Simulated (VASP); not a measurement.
A run of VASP 6.6.1:

INCAR

```
SYSTEM = SnO2
  PREC = Accurate
  ENCUT = 520
  EDIFF = 1E-6
  ISMEAR = 0
  SIGMA = 0.05
  LREAL = .False.
  LASPH = .True.
  NELM = 60
  ALGO = Normal
  ISIF = 2
  LWAVE = .False.
  LCHARG = .False.
  GGA = PE
  NBANDS = 35
```

The input KPOINTS:

```
regular mesh
0
Gamma
  8 8 8
  0 0 0
```

POSCAR

```
SnO2
1.0
    0.0000000000     -3.8620900252      0.0000000000
    3.8620900252      0.0000000000      0.0000000000
   -1.9310450126      1.9310450126      4.9468575455
Sn O
2 4
Direct
    0.7500000000      0.2500000000      0.5000000000
    0.0000000000      0.0000000000      0.0000000000
    0.7965225900      0.7965225900      0.5930451800
    0.9534774100      0.4534774100      0.9069548200
    0.2034774100      0.2034774100      0.4069548200
    0.5465225900      0.0465225900      0.0930451800
```

Potentials or basis: VASP PAW PBE potentials, release 64 (Sn_d, O).

Launch:

```bash
$ cat potpaw_PBE.64/Sn_d/POTCAR potpaw_PBE.64/O/POTCAR > POTCAR
$ mpirun -np 1 vasp_std > vasp.out
```

Hardware: 1 thread of Intel(R) Xeon(R) 6975P-C (Granite Rapids), on a shared host.

Task: Estimate the wall time of this run.

Result: Run time: 61 s on 1 thread of Intel(R) Xeon(R) 6975P-C (Granite Rapids) (shared host), peak memory 0.25 GiB. Counts: scf iterations 14, k points 59.
